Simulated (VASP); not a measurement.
# Cu (Cmcm) in VASP: further runs, part 2 of 2

VASP 6.6.1.

**5. Single point, PBE (normal strain along x -0.1100, normal strain along y +0.0000)**

INCAR reads:

```
PREC     = Accurate       # precision mode
ENCUT    = 520            # plane-wave cutoff, eV
EDIFF    = 1E-7           # SCF threshold, eV
ISMEAR   = 0              # smearing method
SIGMA    = 0.15           # smearing width, eV
LREAL    = False          # projectors in reciprocal space
LASPH    = True           # aspherical terms in the spheres
NELM     = 60             # most SCF steps
ALGO     = Fast           # electronic algorithm
ISIF     = 2              # what is computed and relaxed
LWAVE    = False          # write WAVECAR
LCHARG   = True           # write CHGCAR
GGA      = PE             # functional
LELF     = True           # ELF
LVHAR    = True         
NBANDS   = 18             # bands
```

KPOINTS reads:

```
Automatic mesh
0
Gamma
  18 18 18
```

POSCAR reads:

```
Cu
1.0
    1.1023907521     -4.0308860292      0.0000000000
    1.1023907521      4.0308860292      0.0000000000
    0.0000000000      0.0000000000      2.5142119659
Cu
2
Direct
    0.1340351705      0.8659648295      0.2500000000
    0.8659648295      0.1340351705      0.7500000000
```

Potentials or basis: VASP PAW PBE potentials, release 64 (Cu).

The run is started by

```console
> cat potpaw_PBE.64/Cu/POTCAR > POTCAR
> mpirun -np 1 vasp_std > vasp.out
```

OUTCAR:

```text
PREC = Accurate
   ENCUT = 520
   EDIFF = 1E-7
   ISMEAR = 0
   LREAL = False
   LASPH = True
   NELM = 60
   ISIF = 2
   GGA = PE

 ion  position               nearest neighbor table
   1  0.134  0.866  0.250-   2 2.50   2 2.50   2 2.51   2 2.51   2 2.51   2 2.51
   2  0.866  0.134  0.750-   1 2.50   1 2.50   1 2.51   1 2.51   1 2.51   1 2.51

  LATTYP: Found a base centered orthorhombic cell.
 ALAT       =     2.2047815042
 B/A-ratio  =     3.6564947788
 C/A-ratio  =     1.1403451821

  Lattice vectors:

 A1 = (   1.1023907521,  -4.0308860292,   0.0000000000)
 A2 = (   1.1023907521,   4.0308860292,   0.0000000000)
 A3 = (   0.0000000000,   0.0000000000,   2.5142119659)

Analysis of symmetry for initial positions (statically):
=====================================================================
 Subroutine PRICEL returns:
 Original cell was already a primitive cell.

 Routine SETGRP: Setting up the symmetry group for a
 base centered orthorhombic supercell.

 Subroutine GETGRP returns: Found  8 space group operations
 (whereof  4 operations were pure point group operations)
 out of a pool of  8 trial point group operations.

The static configuration has the point symmetry C_2h.
 The point group associated with its full space group is D_2h.

Analysis of symmetry for dynamics (positions and initial velocities):
=====================================================================
 Subroutine PRICEL returns:
 Original cell was already a primitive cell.

 Routine SETGRP: Setting up the symmetry group for a
 base centered orthorhombic supercell.

 Subroutine GETGRP returns: Found  8 space group operations
 (whereof  4 operations were pure point group operations)
 out of a pool of  8 trial point group operations.

The dynamic configuration has the point symmetry C_2h.
 The point group associated with its full space group is D_2h.

 Subroutine INISYM returns: Found  8 space group operations
 (whereof  4 operations are pure point group operations),
 and found     1 'primitive' translations

----------------------------------------------------------------------------------------

                                     Primitive cell

  volume of cell :      22.3444

  direct lattice vectors                    reciprocal lattice vectors
     1.102390752 -4.030886029  0.000000000     0.453559683 -0.124042207  0.000000000
     1.102390752  4.030886029  0.000000000     0.453559683  0.124042207  0.000000000
     0.000000000  0.000000000  2.514211966     0.000000000  0.000000000  0.397738939

  length of vectors
     4.178912245  4.178912245  2.514211966     0.470215754  0.470215754  0.397738939

  position of ions in fractional coordinates (direct lattice)
     0.134035170  0.865964830  0.250000000
     0.865964830  0.134035170  0.750000000

  ion indices of the primitive-cell ions
   primitive index   ion index
                 1           1
                 2           2

----------------------------------------------------------------------------------------

 KPOINTS: Automatic mesh

Automatic generation of k-mesh.
 Grid dimensions read from file:
 generate k-points for:   18   18   18

 Generating k-lattice:

  Cartesian coordinates                     Fractional coordinates (reciprocal lattice)
     0.025197760 -0.006891234  0.000000000     0.055555556  0.000000000  0.000000000
     0.025197760  0.006891234  0.000000000     0.000000000  0.055555556  0.000000000
     0.000000000  0.000000000  0.022096608     0.000000000  0.000000000  0.055555556

  Length of vectors
     0.026123097  0.026123097  0.022096608

  Shift w.r.t. Gamma in fractional coordinates (k-lattice)
     0.000000000  0.000000000  0.000000000

 Subroutine IBZKPT returns following result:
 ===========================================

 Found    910 irreducible k-points:

 Following reciprocal coordinates:
            Coordinates               Weight
  0.000000  0.000000  0.000000      1.000000
  0.055556 -0.000000  0.000000      4.000000
  0.111111 -0.000000  0.000000      4.000000
  0.166667 -0.000000  0.000000      4.000000
  0.222222 -0.000000  0.000000      4.000000
  0.277778  0.000000  0.000000      4.000000
[... 16 lines left out ...]
 -0.277778  0.055556  0.000000      4.000000
 -0.222222  0.055556  0.000000      4.000000
 [... further k-points ...]
   k-points           NKPTS =    910   k-points in BZ     NKDIM =    910   number of bands    NBANDS=     18
   number of dos      NEDOS =    301   number of ions     NIONS =      2
   total plane-waves  NPLWV =  20480
   dimension x,y,z NGX =    32 NGY =   32 NGZ =   20
   dimension x,y,z NGXF=    64 NGYF=   64 NGZF=   40
   ions per type =               2
   NGX,Y,Z   is equivalent  to a cutoff of  12.73, 12.73, 13.22 a.u.
   NGXF,Y,Z  is equivalent  to a cutoff of  25.46, 25.46, 26.45 a.u.
 SYSTEM =  unknown system
   PREC   = accura    normal or accurate (medium, high low for compatibility)
   ISTART =      0    job   : 0-new  1-cont  2-samecut
   ICHARG =      2    charge: 1-file 2-atom 10-const
   ISPIN  =      1    spin polarized calculation?
   LNONCOLLINEAR =      F non collinear calculations
   LSORBIT =      F    spin-orbit coupling
   LASPH  =      T    aspherical Exc in radial PAW
   ENCUT  =  520.0 eV  38.22 Ry    6.18 a.u.   7.77  7.77  4.67*2*pi/ulx,y,z
   NELM   =     60;   NELMIN=  2; NELMDL= -5     # of ELM steps
   EDIFF  = 0.1E-06   stopping-criterion for ELM
   LREAL  =      F    real-space projection
   EDIFFG = 0.1E-05   stopping-criterion for IOM
   NSW    =      0    number of steps for IOM
   IBRION =     -1    ionic relax: 0-MD 1-quasi-New 2-CG
   NFREE  =      0    steps in history (QN), initial steepest desc. (CG)
   ISIF   =      2    stress and relaxation
   ISYM   =      2    0-nonsym 1-usesym 2-fastsym
   POTIM  = 0.5000    time-step for ionic-motion
   TEBEG  =    0.0;   TEEND  =   0.0 temperature during run
   PSTRESS=    0.0 pullay stress
   NELECT =      22.0000    total number of electrons
   NUPDOWN=      -1.0000    fix difference up-down
   EMIN   =  10.00;   EMAX   =-10.00  energy-range for DOS
   EFERMI =   0.00;   METHOD = LEGACY
   ISMEAR =     0;   SIGMA  =   0.15  broadening in eV -4-tet -1-fermi 0-gaus
   EFERMI_NEDOS =   21; number of points for ismear=-14 and -15
   IALGO  =     68    algorithm
   IMIX   =      4    mixing-type and parameters
     AMIX     =   0.40;   BMIX     =  1.00
     AMIX_MAG =   1.60;   BMIX_MAG =  1.00
  volume/ion in A,a.u.               =      11.17        75.39
  Fermi-wavevector in a.u.,A,eV,Ry     =   1.628645  3.077693 36.089239  2.652484
  Thomas-Fermi vector in A             =   2.721242
   LORBIT       =      0    0 simple, 1 ext, 2 COOP (PROOUT), +10 PAW based schemes
   GGA     = PE    functional components
   LHFCALC =     F    Hartree Fock is set to
   AEXX    =    0.0000 exact exchange contribution
   IVDW    =     0    specifies the selected vdW correction
   LEPSILON=     F    determine dielectric tensor
   LRPA    =     F    only Hartree local field effects (RPA)
 non-spin polarized calculation
 RMM-DIIS sequential band-by-band and
 Gauss-broadening in eV      SIGMA  =   0.15
  energy-cutoff  :      520.00
  volume of cell :       22.34
 maximum number of plane-waves:       615
   NGX = 15   NGY = 15   NGZ =  9

 number of electron      22.0000000 magnetization

 Free energy of the ion-electron system (eV)
  ---------------------------------------------------
  ext. energy  EPLUGINS =         0.00000000
  ---------------------------------------------------
  free energy    TOTEN  =        -6.78369242 eV

  energy without entropy =       -6.77706632  energy(sigma->0) =       -6.78037937

 E-fermi :   8.2741     XC(G=0): -13.0089

 val. band max:        8.2676285506   @ k =   0.4444  -0.0000   0.1667
 cond. band min:       8.2740519555   @ k =  -0.4444   0.2778   0.2778
 fundamental gap:      0.0064234049
 Fermi energy:         8.2740501021

 k-point     1 :       0.0000    0.0000    0.0000
  band No.  band energies     occupation
      1      -1.4761      2.00000
      2       2.8388      2.00000
      3       3.4970      2.00000
      4       3.8984      2.00000
      5       4.9646      2.00000
      6       5.3824      2.00000
[... 10 lines left out ...]
     17      31.5720      0.00000
     18      31.6928      0.00000
[... 466 lines left out ...]
      2       3.2895      2.00000
      3       3.8879      2.00000
      4       4.4064      2.00000
      5       4.8912      2.00000
      6       5.1341      2.00000
[... 10 lines left out ...]
     17      28.3330      0.00000
     18      30.6699      0.00000

 [... further k-points ...]

------------------------ aborting loop because EDIFF is reached ----------------------------------------

  FORCE on cell =-STRESS in cart. coord.  units (eV):
  Direction    XX          YY          ZZ          XY          YZ          ZX
  --------------------------------------------------------------------------------------
  -------------------------------------------------------------------------------------
  Total        7.8272793      1.3884902      0.9402614      0.0000000      0.0000000      0.0000000
  in kB      561.2462435     99.5601228     67.4203854      0.0000000      0.0000000      0.0000000
  external PRESSURE =     242.7422506 kB  Pullay stress =       0.0000000 kB

 VOLUME and BASIS-vectors are now :
 -----------------------------------------------------------------------------
  energy-cutoff  :      520.00
  volume of cell :       22.34
      direct lattice vectors                 reciprocal lattice vectors
     1.102390752 -4.030886029  0.000000000     0.453559683 -0.124042207  0.000000000
     1.102390752  4.030886029  0.000000000     0.453559683  0.124042207  0.000000000
     0.000000000  0.000000000  2.514211966     0.000000000  0.000000000  0.397738939

 POSITION                                       TOTAL-FORCE (eV/Angst)
 -----------------------------------------------------------------------------------
      1.10239      2.95033      0.62855         0.000000      0.435430     -0.000000
      1.10239     -2.95033      1.88566         0.000000     -0.435430      0.000000
 -----------------------------------------------------------------------------------
    total drift:                               -0.000000     -0.000000      0.000000

  FREE ENERGIE OF THE ION-ELECTRON SYSTEM (eV)
  ---------------------------------------------------
  free  energy   TOTEN  =        -6.7836924210 eV

  energy  without entropy=       -6.7770663187  energy(sigma->0) =       -6.78037937
```

It took 4.3 min on 1 thread of Intel Xeon Platinum 8488C (Sapphire Rapids), shared host; peak memory 0.4 GiB.

Results:

```
Free energy            : -6.7837 eV
Pressure               : 24.3 GPa
Largest force          : 0.435 eV/Å
Band gap on the k mesh : zero (bands 11 and 12 overlap by 6.25 eV)
```

Forces in eV/Å, atoms in the order of the input:
```
Cu   0.000  0.435  0.000
Cu   0.000 -0.435  0.000
```

Levels at points of the mesh, in eV from the Fermi level:
```csv
k point,band 8,band 9,band 10,band 11,band 12,band 13,band 14,band 15
"(0.00, 0.00, 0.00)",-1.82,-1.73,-1.61,-1.57,-0.78,4.37,13.45,19.28
"(0.50, 0.00, 0.00)",-2.61,-2.34,-1.80,0.12,2.22,3.75,8.13,13.51
"(0.50, 0.50, 0.00)",-2.40,-2.39,-1.80,-1.54,-1.48,12.67,14.56,16.29
"(0.00, 0.00, 0.50)",-2.37,-1.62,-1.62,-0.36,-0.36,7.41,7.41,8.75
"(0.50, 0.00, 0.50)",-1.91,-1.11,-1.11,4.37,4.37,8.25,8.25,10.57
"(0.50, 0.50, 0.50)",-1.82,-1.82,-1.82,-1.54,-1.54,3.26,3.26,16.63
```

Caveat: the cell differs from its parent crystal (normal strain along x -0.1100, normal strain along y +0.0000); the cell stands under pressure.

**6. Summary**

| cell | further INCAR settings | gap on the mesh (eV) | pressure (GPa) | largest force (eV/Å) |
| --- | --- | --- | --- | --- |
| a = 3.753, b = 3.753, c = 2.514 Å, angles 90.0, 90.0, 145.8°, 2 atoms | ALGO = Fast; EDIFF = 1e-07; NBANDS = 18 | none | 57.3 | 0.49 |
| a = 3.965, b = 3.965, c = 2.514 Å, angles 90.0, 90.0, 147.7°, 2 atoms | ALGO = Fast; EDIFF = 1e-06; NBANDS = 18 | none | 37.7 | 0.51 |
| a = 3.774, b = 3.774, c = 2.514 Å, angles 90.0, 90.0, 143.9°, 2 atoms | ALGO = Fast; EDIFF = 1e-06; NBANDS = 18 | none | 36.7 | 0.04 |
| a = 4.179, b = 4.179, c = 2.514 Å, angles 90.0, 90.0, 149.4°, 2 atoms | ALGO = Fast; EDIFF = 1e-07; NBANDS = 18 | none | 24.3 | 0.44 |

Alike in all rows: task single point; level PBE; potentials or basis VASP PAW PBE potentials, release 64 (Cu); no spin polarisation; k mesh 18 × 18 × 18; cutoff (eV) 520; smearing gaussian 0.15 eV.

Caveats: the cell stands under pressure.

Total energies depend on the potentials used, so only differences within one code and one set of settings carry meaning.
